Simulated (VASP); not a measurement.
# Ti3Au4 (Pm-3m) in VASP: single point with PBE

Aim: the single point of Ti3Au4 with PBE.

All numbers are computed with VASP 6.6.1; they aren't measurements. Logs are shortened: lines on timing, memory, paths and dates and some standing lists are left out, and cuts for length are marked.

### Step 1. The cell of the first run

It takes space group Pm-3m (No. 221, cubic). The conventional cell has a = 5.317 Å, b = 5.317 Å, c = 5.317 Å, α = 90.00°, β = 90.00°, γ = 90.00°. Ti (site symmetry 4/mmm) has 6 Au at 2.66 Å within 3.5 Å. Au (site symmetry 4/mmm) has 4 Ti at 2.66 Å within 3.5 Å. Au (site symmetry m-3m) has 6 Ti at 2.66 Å within 3.5 Å.

### Step 2. Single point, PBE

The input, POSCAR:

```
Ti3Au4
1.0
    5.3172324702      0.0000000000      0.0000000000
    0.0000000000      5.3172324702      0.0000000000
    0.0000000000      0.0000000000      5.3172324702
Ti Au
3 4
Direct
    0.5000000000      0.0000000000      0.0000000000
    0.0000000000      0.5000000000      0.0000000000
    0.0000000000      0.0000000000      0.5000000000
    0.0000000000      0.5000000000      0.5000000000
    0.5000000000      0.0000000000      0.5000000000
    0.5000000000      0.5000000000      0.0000000000
    0.0000000000      0.0000000000      0.0000000000
```

The input, INCAR.step1:

```
ALGO     = Normal         # electronic algorithm
EDIFF    = 1E-6           # SCF threshold, eV
ENCUT    = 400            # plane-wave cutoff, eV
GGA      = PE             # functional
GGA_COMPAT= False        
ISIF     = 2              # what is computed and relaxed
ISMEAR   = 0              # smearing method
LASPH    = True           # aspherical terms in the spheres
LCHARG   = True           # write CHGCAR
LMAXMIX  = 4              # l up to which the mixer works
LORBIT   = 11             # projections on sites
LREAL    = False          # projectors in reciprocal space
LWAVE    = False          # write WAVECAR
NBANDS   = 49             # bands
NEDOS    = 2001           # points of the DOS
NELM     = 120            # most SCF steps
PREC     = Accurate       # precision mode
SIGMA    = 0.1            # smearing width, eV
```

The input, KPOINTS.step1:

```
k-points
0
Gamma
  8 8 8
```

The input, INCAR.step2:

```
ALGO     = Normal         # electronic algorithm
EDIFF    = 1E-6           # SCF threshold, eV
ENCUT    = 400            # plane-wave cutoff, eV
GGA      = PE             # functional
GGA_COMPAT= False        
ICHARG   = 11             # starting density
ISIF     = 2              # what is computed and relaxed
ISMEAR   = -5             # smearing method
LASPH    = True           # aspherical terms in the spheres
LCHARG   = False          # write CHGCAR
LMAXMIX  = 4              # l up to which the mixer works
LORBIT   = 10             # projections on sites
LREAL    = False          # projectors in reciprocal space
LWAVE    = False          # write WAVECAR
NEDOS    = 2001           # points of the DOS
NELM     = 120            # most SCF steps
PREC     = Accurate       # precision mode
SIGMA    = 0.1            # smearing width, eV
```

The input, KPOINTS.step2:

```
k-points
0
Gamma
  12 12 12
```

Potentials or basis: VASP PAW PBE potentials, release 64 (Ti_sv, Au).

On the command line:

```console
$ cat potpaw_PBE.64/Ti_sv/POTCAR potpaw_PBE.64/Au/POTCAR > POTCAR
$ cp INCAR.step1 INCAR
$ cp KPOINTS.step1 KPOINTS
$ mpirun -np 1 vasp_std > vasp.out
$ cp INCAR.step2 INCAR
$ cp KPOINTS.step2 KPOINTS
$ mpirun -np 1 vasp_std > vasp.out
```

OUTCAR:

```text
EDIFF = 1E-6
   ENCUT = 400
   GGA = PE
   ICHARG = 11
   ISIF = 2
   ISMEAR = -5
   LASPH = True
   LORBIT = 10
   LREAL = False
   NELM = 120
   PREC = Accurate

 ion  position               nearest neighbor table
   1  0.500  0.000  0.000-   5 2.66   6 2.66   7 2.66   5 2.66   6 2.66   7 2.66
   2  0.000  0.500  0.000-   4 2.66   6 2.66   7 2.66   4 2.66   7 2.66   6 2.66
   3  0.000  0.000  0.500-   4 2.66   5 2.66   7 2.66   7 2.66   4 2.66   5 2.66
   4  0.000  0.500  0.500-   2 2.66   3 2.66   2 2.66   3 2.66
   5  0.500  0.000  0.500-   1 2.66   3 2.66   1 2.66   3 2.66
   6  0.500  0.500  0.000-   1 2.66   2 2.66   1 2.66   2 2.66
   7  0.000  0.000  0.000-   1 2.66   2 2.66   3 2.66   3 2.66   2 2.66   1 2.66

  LATTYP: Found a simple cubic cell.
 ALAT       =     5.3172324702

  Lattice vectors:

 A1 = (   5.3172324702,   0.0000000000,   0.0000000000)
 A2 = (   0.0000000000,   5.3172324702,   0.0000000000)
 A3 = (   0.0000000000,   0.0000000000,   5.3172324702)

Analysis of symmetry for initial positions (statically):
=====================================================================
 Subroutine PRICEL returns:
 Original cell was already a primitive cell.

 Routine SETGRP: Setting up the symmetry group for a
 simple cubic supercell.

 Subroutine GETGRP returns: Found 48 space group operations
 (whereof 48 operations were pure point group operations)
 out of a pool of 48 trial point group operations.

The static configuration has the point symmetry O_h .

Analysis of symmetry for dynamics (positions and initial velocities):
=====================================================================
 Subroutine PRICEL returns:
 Original cell was already a primitive cell.

 Routine SETGRP: Setting up the symmetry group for a
 simple cubic supercell.

 Subroutine GETGRP returns: Found 48 space group operations
 (whereof 48 operations were pure point group operations)
 out of a pool of 48 trial point group operations.

The dynamic configuration has the point symmetry O_h .

 Subroutine INISYM returns: Found 48 space group operations
 (whereof 48 operations are pure point group operations),
 and found     1 'primitive' translations

----------------------------------------------------------------------------------------

                                     Primitive cell

  volume of cell :     150.3339

  direct lattice vectors                    reciprocal lattice vectors
[... 109 lines left out ...]
   PSTRESS=    0.0 pullay stress
   NELECT =      80.0000    total number of electrons
   NUPDOWN=      -1.0000    fix difference up-down
   EMIN   =  10.00;   EMAX   =-10.00  energy-range for DOS
   EFERMI =   0.00;   METHOD = LEGACY
   ISMEAR =    -5;   SIGMA  =   0.10  broadening in eV -4-tet -1-fermi 0-gaus
   EFERMI_NEDOS =   21; number of points for ismear=-14 and -15
   IALGO  =     38    algorithm
   IMIX   =      4    mixing-type and parameters
     AMIX     =   0.40;   BMIX     =  1.00
     AMIX_MAG =   1.60;   BMIX_MAG =  1.00
  volume/ion in A,a.u.               =      21.48       144.93
  Fermi-wavevector in a.u.,A,eV,Ry     =   1.326638  2.506983 23.945832  1.759969
  Thomas-Fermi vector in A             =   2.456010
   LORBIT       =     10    0 simple, 1 ext, 2 COOP (PROOUT), +10 PAW based schemes
   GGA     = PE    functional components
   LHFCALC =     F    Hartree Fock is set to
   AEXX    =    0.0000 exact exchange contribution
   IVDW    =     0    specifies the selected vdW correction
   LEPSILON=     F    determine dielectric tensor
   LRPA    =     F    only Hartree local field effects (RPA)
 non-spin polarized calculation
 Fermi weights with tetrahedron method with Bloechl corrections
  energy-cutoff  :      400.00
  volume of cell :      150.33
 maximum number of plane-waves:      2800
 NGX is ok and might be reduce to    36

 number of electron      80.0000059 magnetization

 Free energy of the ion-electron system (eV)
  ---------------------------------------------------
  ext. energy  EPLUGINS =         0.00000000
  ---------------------------------------------------
  free energy    TOTEN  =       -34.98874388 eV

  energy without entropy =      -34.98874388  energy(sigma->0) =      -34.98874388

 E-fermi :   6.4755     XC(G=0): -10.8032

 val. band max:        6.4953430880   @ k =   0.4167   0.0833   0.0833
 cond. band min:       6.4340039520   @ k =   0.4167   0.4167   0.4167
 fundamental gap:     -0.0613391360
 Fermi energy:         6.4754890180

 k-point     1 :       0.0000    0.0000    0.0000
  band No.  band energies     occupation
      1     -51.1926      2.00000
      2     -51.1887      2.00000
      3     -51.1887      2.00000
      4     -27.4594      2.00000
      5     -27.4594      2.00000
      6     -27.4594      2.00000
[... 1213 lines left out ...]
     47       7.2268      0.00000
     48       7.5724      0.00000

 [... further k-points ...]
[... 5 lines left out ...]
  --------------------------------------------------------------------------------------
  -------------------------------------------------------------------------------------
  Total       -0.3872327     -0.3872327     -0.3872327      0.0000000     -0.0000000      0.0000000
  in kB       -4.1269164     -4.1269164     -4.1269164      0.0000000     -0.0000000      0.0000000
  external PRESSURE =      -4.1269164 kB  Pullay stress =       0.0000000 kB

 VOLUME and BASIS-vectors are now :
 -----------------------------------------------------------------------------
  energy-cutoff  :      400.00
  volume of cell :      150.33
      direct lattice vectors                 reciprocal lattice vectors
     5.317232470  0.000000000  0.000000000     0.188067760  0.000000000  0.000000000
     0.000000000  5.317232470  0.000000000     0.000000000  0.188067760  0.000000000
     0.000000000  0.000000000  5.317232470     0.000000000  0.000000000  0.188067760

 POSITION                                       TOTAL-FORCE (eV/Angst)
 -----------------------------------------------------------------------------------
      2.65862      0.00000      0.00000         0.000000      0.000000      0.000000
      0.00000      2.65862      0.00000         0.000000      0.000000      0.000000
      0.00000      0.00000      2.65862         0.000000      0.000000      0.000000
      0.00000      2.65862      2.65862         0.000000      0.000000      0.000000
      2.65862      0.00000      2.65862         0.000000      0.000000      0.000000
      2.65862      2.65862      0.00000         0.000000      0.000000      0.000000
      0.00000      0.00000      0.00000         0.000000      0.000000      0.000000
 -----------------------------------------------------------------------------------
    total drift:                                0.000000     -0.000000     -0.000000

  FREE ENERGIE OF THE ION-ELECTRON SYSTEM (eV)
  ---------------------------------------------------
  free  energy   TOTEN  =       -34.9887438775 eV

  energy  without entropy=      -34.9887438775  energy(sigma->0) =      -34.98874388

 total charge

# of ion       s       p       d       tot
------------------------------------------
    1        2.204   6.101   1.821  10.127
    2        2.204   6.101   1.821  10.127
    3        2.204   6.101   1.821  10.127
    4        0.812   0.257   8.648   9.717
    5        0.812   0.257   8.648   9.717
    6        0.812   0.257   8.648   9.717
    7        0.830   0.451   8.569   9.849
--------------------------------------------------
tot          9.879  19.526  39.976  69.381
```

OUTCAR.step1:

```text
EDIFF = 1E-6
   ENCUT = 400
   GGA = PE
   ISIF = 2
   ISMEAR = 0
   LASPH = True
   LORBIT = 11
[... 1496 lines left out ...]
  ---------------------------------------------------
  free  energy   TOTEN  =       -35.0144706813 eV

  energy  without entropy=      -34.9663208608  energy(sigma->0) =      -34.99039577

 total charge

# of ion       s       p       d       tot
------------------------------------------
    1        2.204   6.102   1.819  10.125
    2        2.204   6.102   1.819  10.125
    3        2.204   6.102   1.819  10.125
    4        0.812   0.256   8.650   9.718
    5        0.812   0.256   8.650   9.718
    6        0.812   0.256   8.650   9.718
    7        0.829   0.453   8.570   9.852
--------------------------------------------------
tot          9.877  19.525  39.976  69.378
```

OSZICAR.step1:

```text
N       E                     dE             d eps       ncg     rms          rms(c)
DAV:   1     0.830569288151E+03    0.83057E+03   -0.33997E+04  3478   0.149E+03
DAV:   2     0.604010000706E+02   -0.77017E+03   -0.73825E+03  3530   0.452E+02
DAV:   3    -0.297673839788E+02   -0.90168E+02   -0.86817E+02  4963   0.136E+02
DAV:   4    -0.403372406631E+02   -0.10570E+02   -0.10422E+02  5370   0.396E+01
DAV:   5    -0.409536008315E+02   -0.61636E+00   -0.61505E+00  4748   0.832E+00    0.175E+01
DAV:   6    -0.357659054710E+02    0.51877E+01   -0.37637E+01  4556   0.330E+01    0.812E+00
DAV:   7    -0.352006562247E+02    0.56525E+00   -0.96272E+00  4221   0.184E+01    0.562E+00
DAV:   8    -0.350070085542E+02    0.19365E+00   -0.97939E-01  4592   0.574E+00    0.278E+00
DAV:   9    -0.350256166511E+02   -0.18608E-01   -0.21433E-01  4608   0.191E+00    0.873E-01
DAV:  10    -0.350143069766E+02    0.11310E-01   -0.68449E-02  4826   0.144E+00    0.168E-01
DAV:  11    -0.350144788285E+02   -0.17185E-03   -0.28105E-03  4411   0.296E-01    0.461E-02
DAV:  12    -0.350144667564E+02    0.12072E-04   -0.32820E-04  4696   0.788E-02    0.199E-02
DAV:  13    -0.350144680068E+02   -0.12504E-05   -0.17331E-05  4505   0.238E-02    0.117E-02
DAV:  14    -0.350144700972E+02   -0.20904E-05   -0.53685E-06  3716   0.133E-02    0.272E-03
DAV:  15    -0.350144706813E+02   -0.58409E-06   -0.70217E-07  2528   0.419E-03
   1 F= -.35014471E+02 E0= -.34990396E+02  d E =-.481498E-01
```

Wall time 6.4 min (1 thread of Oxide Virtual Turin-like, shared host); peak memory 0.38 GiB.

Results:

```yaml
Valence_electrons_inside_the_program's_atomic_spheres: Ti 10.13; Au 9.72, 9.85 (each value once)
```

Caveat: spin-orbit coupling is left out, which moves the levels of the heavy elements.
